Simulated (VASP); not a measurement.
# TiAl (P-6m2) in VASP: single point with r2SCAN

Aim: the single point of TiAl with r2SCAN.

All numbers are computed with VASP 6.6.1; they aren't measurements. Logs are shortened: lines on timing, memory, paths and dates and some standing lists are left out, and cuts for length are marked.

### 1 The cell of the first run

It takes space group P-6m2 (No. 187, hexagonal). Conventional cell: a = 2.867 Å, b = 2.867 Å, c = 4.678 Å, α = 90.00°, β = 90.00°, γ = 120.00°. Ti (site symmetry -6m2) has 6 Al at 2.87 Å and 6 Ti at 2.87 Å within 3.8 Å. Within 3.8 Å of Al (site symmetry -6m2) lie 6 Ti at 2.87 Å and 6 Al at 2.87 Å.

### 2 Single point, r2SCAN

POSCAR reads:

```
TiAl
1.0
    2.8672620000      0.0000000000      0.0000000000
   -1.4336310000      2.4831220000      0.0000000000
    0.0000000000      0.0000000000      4.6780830000
Ti Al
1 1
Direct
    0.0000000000      0.0000000000      0.0000000000
    0.3333330000      0.6666670000      0.5000000000
```

INCAR.step1 reads:

```
PREC = Accurate
ENCUT = 520
ISMEAR = -1
SIGMA = 0.05
LREAL = F
LASPH = T
NELM = 60
NBANDS = 14
GGA = PE
ALGO = Normal
EDIFF = 1E-4
LWAVE = T
LCHARG = F
```

INCAR.step2 reads:

```
PREC = Accurate
ENCUT = 520
EDIFF = 1E-6
ISMEAR = -1
SIGMA = 0.05
LREAL = F
LASPH = T
NELM = 60
ALGO = Normal
ISIF = 2
LWAVE = F
LCHARG = F
METAGGA = R2SCAN
LMIXTAU = T
NBANDS = 14
ISTART = 1
```

KPOINTS reads:

```
regular mesh
0
Gamma
  9 9 5
```

Potentials or basis: VASP PAW PBE potentials, release 64 (Ti_sv, Al).

Launch:

```
cat potpaw_PBE.64/Ti_sv/POTCAR potpaw_PBE.64/Al/POTCAR > POTCAR
cp INCAR.step1 INCAR
mpirun -np 1 vasp_std > vasp.out
cp INCAR.step2 INCAR
mpirun -np 1 vasp_std > vasp.out
```

OUTCAR:

```text
PREC = Accurate
   ENCUT = 520
   EDIFF = 1E-6
   ISMEAR = -1
   LREAL = F
   LASPH = T
   NELM = 60
   ISIF = 2
   METAGGA = R2SCAN
   ISTART = 1

 ion  position               nearest neighbor table
   1  0.000  0.000  0.000-   2 2.87   2 2.87   2 2.87   2 2.87   2 2.87   2 2.87
   2  0.333  0.667  0.500-   1 2.87   1 2.87   1 2.87   1 2.87   1 2.87   1 2.87

  LATTYP: Found a hexagonal cell.
 ALAT       =     2.8672620000
 C/A-ratio  =     1.6315505873

  Lattice vectors:

 A1 = (   2.8672620000,   0.0000000000,   0.0000000000)
 A2 = (  -1.4336310000,   2.4831220000,   0.0000000000)
 A3 = (   0.0000000000,   0.0000000000,   4.6780830000)

Analysis of symmetry for initial positions (statically):
=====================================================================
 Subroutine PRICEL returns:
 Original cell was already a primitive cell.

 Routine SETGRP: Setting up the symmetry group for a
 hexagonal supercell.

 Subroutine GETGRP returns: Found 12 space group operations
 (whereof 12 operations were pure point group operations)
 out of a pool of 24 trial point group operations.

The static configuration has the point symmetry D_3h.

Analysis of symmetry for dynamics (positions and initial velocities):
=====================================================================
 Subroutine PRICEL returns:
 Original cell was already a primitive cell.

 Routine SETGRP: Setting up the symmetry group for a
 hexagonal supercell.

 Subroutine GETGRP returns: Found 12 space group operations
 (whereof 12 operations were pure point group operations)
 out of a pool of 24 trial point group operations.

The dynamic configuration has the point symmetry D_3h.

 Subroutine INISYM returns: Found 12 space group operations
 (whereof 12 operations are pure point group operations),
 and found     1 'primitive' translations

----------------------------------------------------------------------------------------

                                     Primitive cell

  volume of cell :      33.3068

  direct lattice vectors                    reciprocal lattice vectors
     2.867262000  0.000000000  0.000000000     0.348764780  0.201359418  0.000000000
    -1.433631000  2.483122000  0.000000000     0.000000000  0.402718835  0.000000000
     0.000000000  0.000000000  4.678083000     0.000000000  0.000000000  0.213762774

  length of vectors
     2.867262000  2.867262233  4.678083000     0.402718868  0.402718835  0.213762774

  position of ions in fractional coordinates (direct lattice)
     0.000000000  0.000000000  0.000000000
     0.333333000  0.666667000  0.500000000

  ion indices of the primitive-cell ions
   primitive index   ion index
                 1           1
                 2           2

----------------------------------------------------------------------------------------

 KPOINTS: regular mesh

Automatic generation of k-mesh.
 Grid dimensions read from file:
 generate k-points for:    9    9    5

 Generating k-lattice:

  Cartesian coordinates                     Fractional coordinates (reciprocal lattice)
     0.038751642  0.022373269  0.000000000     0.111111111 -0.000000000  0.000000000
     0.000000000  0.044746537  0.000000000     0.000000000  0.111111111  0.000000000
     0.000000000  0.000000000  0.042752555     0.000000000  0.000000000  0.200000000

  Length of vectors
     0.044746541  0.044746537  0.042752555

  Shift w.r.t. Gamma in fractional coordinates (k-lattice)
     0.000000000  0.000000000  0.000000000

 Subroutine IBZKPT returns following result:
 ===========================================

 Found     36 irreducible k-points:

 Following reciprocal coordinates:
            Coordinates               Weight
  0.000000  0.000000  0.000000      1.000000
  0.111111 -0.000000  0.000000      6.000000
  0.222222  0.000000  0.000000      6.000000
  0.333333 -0.000000  0.000000      6.000000
  0.444444  0.000000  0.000000      6.000000
  0.111111  0.111111  0.000000      6.000000
[... 16 lines left out ...]
  0.333333  0.222222  0.200000     24.000000
  0.333333  0.333333  0.200000      4.000000
 [... further k-points ...]
   k-points           NKPTS =     36   k-points in BZ     NKDIM =     36   number of bands    NBANDS=     14
   number of dos      NEDOS =    301   number of ions     NIONS =      2
   total plane-waves  NPLWV =  20736
   dimension x,y,z NGX =    24 NGY =   24 NGZ =   36
   dimension x,y,z NGXF=    48 NGYF=   48 NGZF=   72
   ions per type =               1   1
   NGX,Y,Z   is equivalent  to a cutoff of  13.92, 13.92, 12.79 a.u.
   NGXF,Y,Z  is equivalent  to a cutoff of  27.83, 27.83, 25.59 a.u.
 SYSTEM =  unknown system
   PREC   = accura    normal or accurate (medium, high low for compatibility)
   ISTART =      1    job   : 0-new  1-cont  2-samecut
   ICHARG =      0    charge: 1-file 2-atom 10-const
   ISPIN  =      1    spin polarized calculation?
   LNONCOLLINEAR =      F non collinear calculations
   LSORBIT =      F    spin-orbit coupling
   LASPH  =      T    aspherical Exc in radial PAW
   ENCUT  =  520.0 eV  38.22 Ry    6.18 a.u.   5.33  5.33  8.70*2*pi/ulx,y,z
   NELM   =     60;   NELMIN=  2; NELMDL=  0     # of ELM steps
   EDIFF  = 0.1E-05   stopping-criterion for ELM
   LREAL  =      F    real-space projection
   EDIFFG = 0.1E-04   stopping-criterion for IOM
   NSW    =      0    number of steps for IOM
   IBRION =     -1    ionic relax: 0-MD 1-quasi-New 2-CG
   NFREE  =      0    steps in history (QN), initial steepest desc. (CG)
   ISIF   =      2    stress and relaxation
   ISYM   =      2    0-nonsym 1-usesym 2-fastsym
   POTIM  = 0.5000    time-step for ionic-motion
   TEBEG  =    0.0;   TEEND  =   0.0 temperature during run
   PSTRESS=    0.0 pullay stress
   NELECT =      15.0000    total number of electrons
   NUPDOWN=      -1.0000    fix difference up-down
   EMIN   =  10.00;   EMAX   =-10.00  energy-range for DOS
   EFERMI =   0.00;   METHOD = LEGACY
   ISMEAR =    -1;   SIGMA  =   0.05  broadening in eV -4-tet -1-fermi 0-gaus
   EFERMI_NEDOS =   21; number of points for ismear=-14 and -15
   IALGO  =     38    algorithm
   IMIX   =      4    mixing-type and parameters
     AMIX     =   0.40;   BMIX     =  1.00
     AMIX_MAG =   1.60;   BMIX_MAG =  1.00
  volume/ion in A,a.u.               =      16.65       112.38
  Fermi-wavevector in a.u.,A,eV,Ry     =   1.254857  2.371335 21.424622  1.574665
  Thomas-Fermi vector in A             =   2.388641
   LORBIT       =      0    0 simple, 1 ext, 2 COOP (PROOUT), +10 PAW based schemes
   METAGGA = R2SCAN    functional components
   LHFCALC =     F    Hartree Fock is set to
   AEXX    =    0.0000 exact exchange contribution
   IVDW    =     0    specifies the selected vdW correction
   LEPSILON=     F    determine dielectric tensor
   LRPA    =     F    only Hartree local field effects (RPA)
 non-spin polarized calculation
  energy-cutoff  :      520.00
  volume of cell :       33.31
 maximum number of plane-waves:       917
 NGX is ok and might be reduce to    24
   NGX = 11   NGY = 11   NGZ = 17

 number of electron      15.0000001 magnetization

 Free energy of the ion-electron system (eV)
  ---------------------------------------------------
  ext. energy  EPLUGINS =         0.00000000
  ---------------------------------------------------
  free energy    TOTEN  =       -20.24135695 eV

  energy without entropy =      -20.21772117  energy(sigma->0) =      -20.22953906

 E-fermi :   7.8858     XC(G=0): -11.7472

 val. band max:        7.8807783786   @ k =   0.4444   0.0000   0.4000
 cond. band min:       7.8874226349   @ k =   0.3333  -0.0000   0.4000
 fundamental gap:      0.0066442563
 Fermi energy:         7.8858120245

 k-point     1 :       0.0000    0.0000    0.0000
  band No.  band energies     occupation
      1     -50.9908      2.00000
      2     -26.2768      2.00000
      3     -25.8306      2.00000
      4     -25.8306      2.00000
      5      -1.6267      2.00000
      6       5.4216      2.00000
      7       5.7435      2.00000
      8       9.3038      0.00000
      9       9.3038      0.00000
     10      10.9312      0.00000
     11      10.9312      0.00000
     12      12.0552      0.00000
     13      21.4876      0.00000
     14      21.4876      0.00000

 k-point     2 :       0.1111   -0.0000    0.0000
  band No.  band energies     occupation
      1     -50.9791      2.00000
      2     -26.2653      2.00000
      3     -25.9033      2.00000
      4     -25.8469      2.00000
      5      -1.3028      2.00000
      6       5.7594      2.00000
      7       5.8077      2.00000
      8       8.9990      0.00000
      9       9.5600      0.00000
     10      10.8445      0.00000
     11      10.9820      0.00000
     12      12.1274      0.00000
     13      18.1769      0.00000
     14      19.7707      0.00000

 k-point     3 :       0.2222    0.0000    0.0000
  band No.  band energies     occupation
      1     -50.9495      2.00000
      2     -26.2361      2.00000
      3     -26.0847      2.00000
      4     -25.8878      2.00000
      5      -0.3509      2.00000
      6       5.9732      2.00000
      7       6.5517      2.00000
      8       8.3637      0.00014
      9      10.2646      0.00000
     10      10.6314      0.00000
     11      11.1757      0.00000
     12      12.2587      0.00000
     13      14.5744      0.00000
     14      18.1433      0.00000
[... 324 lines left out ...]
 k-point    23 :       0.3333    0.2222    0.2000
  band No.  band energies     occupation
      1     -50.8836      2.00000
      2     -26.3406      2.00000
      3     -26.1723      2.00000
      4     -26.1153      2.00000
      5       4.0952      2.00000
      6       6.0651      2.00000
      7       6.9851      2.00000
      8       7.3451      1.99996
      9       8.3925      0.00008
     10      10.5889      0.00000
     11      11.0390      0.00000
     12      12.0614      0.00000
     13      13.9154      0.00000
     14      15.4453      0.00000

 k-point    24 :       0.3333    0.3333    0.2000
  band No.  band energies     occupation
      1     -50.8776      2.00000
      2     -26.2526      2.00000
      3     -26.2476      2.00000
      4     -26.1665      2.00000
      5       5.8843      2.00000
      6       6.0240      2.00000
      7       6.0416      2.00000
      8       7.2891      1.99999
      9       7.8968      0.89060
     10      10.3567      0.00000
     11      11.1430      0.00000
     12      11.3721      0.00000
     13      14.9688      0.00000
     14      15.4578      0.00000

 [... further k-points ...]
[... 5 lines left out ...]
  --------------------------------------------------------------------------------------
  -------------------------------------------------------------------------------------
  Total       -0.1255902     -0.1255903     -0.3624296      0.0000000      0.0000000      0.0000000
  in kB       -6.0413372     -6.0413385    -17.4341541      0.0000000      0.0000000      0.0000000
  external PRESSURE =      -9.8389432 kB  Pullay stress =       0.0000000 kB

 VOLUME and BASIS-vectors are now :
 -----------------------------------------------------------------------------
  energy-cutoff  :      520.00
  volume of cell :       33.31
      direct lattice vectors                 reciprocal lattice vectors
     2.867262000  0.000000000  0.000000000     0.348764780  0.201359418  0.000000000
    -1.433631000  2.483122000  0.000000000     0.000000000  0.402718835  0.000000000
     0.000000000  0.000000000  4.678083000     0.000000000  0.000000000  0.213762774

 POSITION                                       TOTAL-FORCE (eV/Angst)
 -----------------------------------------------------------------------------------
      0.00000      0.00000      0.00000         0.000000      0.000000      0.000000
     -0.00000      1.65542      2.33904        -0.000000      0.000000      0.000000
 -----------------------------------------------------------------------------------
    total drift:                               -0.000042      0.000025     -0.000000

  FREE ENERGIE OF THE ION-ELECTRON SYSTEM (eV)
  ---------------------------------------------------
  free  energy   TOTEN  =       -20.2413569461 eV

  energy  without entropy=      -20.2177211664  energy(sigma->0) =      -20.22953906
```

Run time: 93 s. Hardware: 1 thread of Intel Xeon 8259CL, shared host; peak memory 0.17 GiB.

What came out:

| Property | Result |
| --- | --- |
| Free energy | -20.2414 eV |
| Pressure | -1.0 GPa |

Stress tensor (GPa, compression positive):
```
-0.60  0.00  0.00
 0.00 -0.60  0.00
 0.00  0.00 -1.74
```

Levels at points of the mesh, in eV from the Fermi level:
```tsv
k point	band 3	band 4	band 5	band 6	band 7	band 8	band 9	band 10	band 11	band 12
(0.00, 0.00, 0.00)	-33.72	-33.72	-9.51	-2.46	-2.14	1.42	1.42	3.05	3.05	4.17
```

Caveat: the PAW data sets were made with another functional, which shifts forces and pressure a little.
